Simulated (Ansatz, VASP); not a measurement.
Two plane-wave programs on GaN

INCAR

```
PREC = Accurate
ENCUT = 600
EDIFF = 1E-6
ISMEAR = 0
SIGMA = 0.01
LREAL = F
LASPH = T
NELM = 100
ALGO = Normal
ISIF = 3
LWAVE = F
LCHARG = F
GGA = PE
IBRION = 2
NSW = 80
EDIFFG = -0.05
```

Contents of KPOINTS:

```
Automatic mesh
0
Gamma
  12 12 4
```

POSCAR

```
GaN
1.0
    3.1800000000      0.0000000000      0.0000000000
   -1.5900000000      2.7539610000      0.0000000000
    0.0000000000      0.0000000000      5.1660000000
Ga N
2 2
Direct
    0.3333333333      0.6666666667      0.0000000000
    0.6666666667      0.3333333333      0.5000000000
    0.3333333333      0.6666666667      0.3750000000
    0.6666666667      0.3333333333      0.8750000000
```

Input for Ansatz:

```yaml
crystal:
  lattice:
    - [3.18, 0.0, 0.0]
    - [-1.59, 2.753961, 0.0]
    - [0.0, 0.0, 5.166]
  atoms:
    - { symbol: Ga, position: [0.3333333333333333, 0.6666666666666666, 0.0] }
    - { symbol: Ga, position: [0.6666666666666666, 0.3333333333333333, 0.5] }
    - { symbol: "N", position: [0.3333333333333333, 0.6666666666666666, 0.375] }
    - { symbol: "N", position: [0.6666666666666666, 0.3333333333333333, 0.875] }
kpoints:
  mp_grid:
    grid: [12, 12, 4]
hamiltonian:
  xc: pbe
  dispersion: none
scf:
  occupations:
    method: fixed
relax:
  f_tol: 0.05
  cell: {}
```

Alike in both runs: task relaxation of cell and atoms; functional PBE; k mesh 12 × 12 × 4; no spin polarisation.

```csv
,VASP,Ansatz
version,VASP 6.6.1,Ansatz 0.2.0
potentials or method,"VASP PAW PBE potentials, release 64 (Ga_d, N)","plane waves, PAW"
plane-wave cutoff (eV),600,420
occupations,"gaussian, width 0.01 eV",fixed
valence electrons in the cell,36,36
```

|  | VASP | Ansatz | Ansatz less VASP |
| --- | --- | --- | --- |
| relaxed volume (Å³/atom) | 11.76 | 11.76 | -0.001 |
| relaxed length of the cell vector where the two differ most in proportion (Å) | 5.247 | 5.243 | -0.0039 |
